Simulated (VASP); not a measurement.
Input of a VASP 6.6.1 run:

The input INCAR:

```
ALGO = Normal
EDIFF = 1E-7
ENCUT = 520
GGA = PE
ISIF = 2
ISMEAR = -1
LASPH = True
LCHARG = False
LREAL = Auto
LWAVE = False
NBANDS = 244
NELECT = 394.0
NELM = 100
PREC = Accurate
SIGMA = 0.01
```

KPOINTS

```
k-points
0
Gamma
  1 1 1
```

Contents of POSCAR:

```
Al32AgO48
1.0
    4.8078835200      2.7758328500      8.7484141900
   -4.8078835200      2.7758328500      8.7484141900
    0.0000000000     -5.5516656900      8.7484141900
Al O Ag
32 48 1
Direct
    0.3296326962      0.3190251181      0.3725598379
    0.4363016813      0.4354559870      0.4306836374
    0.0685421141      0.0712008723      0.0744382308
    0.1684668488      0.1690960238      0.1685634840
    0.3236638650      0.3218487212      0.8194918959
    0.4310045469      0.4455826871      0.8996454252
    0.0741155310      0.0734133510      0.5762448057
    0.1668099590      0.1727803616      0.6920632801
    0.3245134356      0.8276362733      0.3235544268
    0.4309960965      0.9205489299      0.4339353659
    0.0735688652      0.5853749416      0.0637368828
    0.1777775778      0.6784943672      0.1739735149
    0.3232299346      0.8255705154      0.8250104173
    0.4271038852      0.9257752839      0.9270895848
    0.0724535169      0.5745742505      0.5767811159
    0.1776962363      0.6788387848      0.6725333003
    0.8272366395      0.3270028069      0.3202092617
    0.9276494008      0.4283134685      0.4260622682
    0.5869621160      0.0682742173      0.0547742886
    0.6759251546      0.1718761297      0.1853904238
    0.8178704334      0.3261004081      0.8264933621
    0.9235894932      0.4273260147      0.9257130979
    0.5780952687      0.0691850611      0.5790532395
    0.6804042150      0.1788359075      0.6700216054
    0.8271645722      0.8232401843      0.3221607422
    0.9277210683      0.9244680777      0.4272922053
    0.5736084101      0.5749547405      0.0746191048
    0.6778927652      0.6798707665      0.1721279103
    0.8270409367      0.8238576234      0.8203185691
    0.9265065398      0.9303660343      0.9229076777
    0.5811748681      0.5773971143      0.5638996191
    0.6775881750      0.6776632600      0.6742643852
    0.2193003490      0.0292389641      0.3753180948
    0.4854665972      0.1071429560      0.3261201531
    0.0296171880      0.3787144556      0.2138292283
    0.3849919535      0.2004017911      0.0087957722
    0.1216230997      0.2817303479      0.4839849696
    0.2794994072      0.5150704220      0.0839906542
    0.2208660913      0.0259360361      0.8800577566
    0.4782980661      0.1221754618      0.7757709821
    0.0244132153      0.3764231991      0.7262385943
    0.3686202948      0.2220965704      0.5573344024
    0.1229579214      0.2769678920      0.9687725289
    0.2785101325      0.4767170974      0.6240218247
    0.2233994246      0.5312309255      0.3767811018
    0.4749666277      0.6301710949      0.2769060098
    0.0272572164      0.8735969797      0.2229623936
    0.3766634590      0.7243035366      0.0284277480
    0.1267443865      0.7791930132      0.4711019972
    0.2748486117      0.9676594891      0.1279170689
    0.2236659904      0.5275579200      0.8699749369
    0.4748272618      0.6358351142      0.7647371700
    0.0310398675      0.8750035332      0.7193068275
    0.3783885243      0.7245510287      0.5243181066
    0.1183685130      0.7933615711      0.9664955740
    0.2742766136      0.9732858525      0.6288670952
    0.7295139562      0.0254139118      0.3788204645
    0.9704544250      0.1261197020      0.2764333391
    0.5277457243      0.3739678724      0.2324020024
    0.8699405802      0.2218306609      0.0303713309
    0.6304707447      0.2795531335      0.4712272535
    0.7782463564      0.4733417151      0.1234457047
    0.7311040748      0.0286837716      0.8639857532
    0.9672977387      0.1286646930      0.7803188741
    0.5308189053      0.3805916801      0.7129814120
    0.8797666406      0.2247576357      0.5237676279
    0.6163033878      0.2785117185      0.9714275801
    0.7780314463      0.4720910062      0.6249756675
    0.7264677040      0.5305973181      0.3690916380
    0.9761066334      0.6243254405      0.2754077804
    0.5289444484      0.8813519044      0.2195272576
    0.8744735163      0.7267492636      0.0246848064
    0.6326046095      0.7749110936      0.4680003211
    0.7740981542      0.9758151874      0.1238487648
    0.7171881649      0.5274495833      0.8774725677
    0.9716456856      0.6250977726      0.7778124955
    0.5289526252      0.8746590037      0.7221665518
    0.8771942309      0.7195360853      0.5289982554
    0.6266053463      0.7799986216      0.9710333442
    0.7820476362      0.9717808101      0.6234002203
    0.3083263020      0.2648148485      0.2082371486
```

Potentials or basis: VASP PAW PBE potentials, release 64 (Al, O, Ag).

Run with:

```sh
$ cat potpaw_PBE.64/Al/POTCAR potpaw_PBE.64/O/POTCAR potpaw_PBE.64/Ag/POTCAR > POTCAR
$ mpirun -np 1 vasp_gam > vasp.out
```

(1) Estimate the largest force.

Results:

(1) 0.645 eV/Å.

Caveat: the k points lie up to 0.79 Å⁻¹ apart; the cell carries a net charge on a neutralising background, which shifts energy and pressure.
